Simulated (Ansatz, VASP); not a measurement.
**LaZn: VASP beside Ansatz**

Contents of INCAR:

```
  PREC = Accurate
  ENCUT = 520
  EDIFF = 1E-6
  ISMEAR = -1
  SIGMA = 0.05
  LREAL = F
  LASPH = T
  NELM = 60
  ALGO = Normal
  ISIF = 2
  LWAVE = F
  LCHARG = T
  GGA = CA
  LELF = T
  LVHAR = T
  NBANDS = 18
```

KPOINTS

```
regular mesh
0
Gamma
  9 9 9
```

File POSCAR:

```
LaZn
1.0
    3.6734479077      0.0000000000      0.0000000000
    0.0000000000      3.6734479077      0.0000000000
    0.0000000000      0.0000000000      3.6734479077
La Zn
1 1
Direct
    0.5000000000      0.5000000000      0.5000000000
    0.0000000000      0.0000000000      0.0000000000
```

Input for Ansatz:

```yaml
crystal:
  lattice:
    - [3.6734479077, 0.0, 0.0]
    - [0.0, 3.6734479077, 0.0]
    - [0.0, 0.0, 3.6734479077]
  atoms:
    - { symbol: La, position: [0.5, 0.5, 0.5] }
    - { symbol: Zn, position: [0.0, 0.0, 0.0] }
kpoints:
  mp_grid: { grid: [9, 9, 9] }
  band_path:
    path:
      - [0.0, 0.0, 0.0]
      - [0.0, 0.5, 0.0]
      - [0.5, 0.5, 0.0]
      - [0.0, 0.0, 0.0]
      - [0.5, 0.5, 0.5]
      - [0.0, 0.5, 0.0]
      - [0.5, 0.5, 0.5]
      - [0.5, 0.5, 0.0]
    npoints: 5
scf:
  occupations: { method: fermi_dirac, width: 0.05 }
hamiltonian:
  xc: lda
  pseudopotentials: { kind: all_electron, lapw: { basis_error: 0.001 } }
output:
  forces: true
  stress: true
  eigenvalues: true
```

Change from the starting cell: volume scaled by 0.94.

Alike in both runs: task single point; functional LDA; k mesh 9 × 9 × 9; occupations fermi-dirac, width 0.05 eV; no spin polarisation.

|  | VASP | Ansatz |
| --- | --- | --- |
| version | VASP 6.6.1 | Ansatz 0.2.0 |
| potentials or method | VASP PAW LDA potentials, release 64 (La, Zn), cutoff 520 eV | all-electron LAPW, scalar-relativistic |

```tsv
	VASP	Ansatz	Ansatz less VASP
pressure (GPa)	-1.2	-1.1	+0.02
```

LDA's correlation is that of Perdew and Zunger in VASP and of Perdew and Wang (1992) in Ansatz. Ansatz ran all-electron here, and VASP with PAW potentials.

Spin-orbit coupling is off throughout.
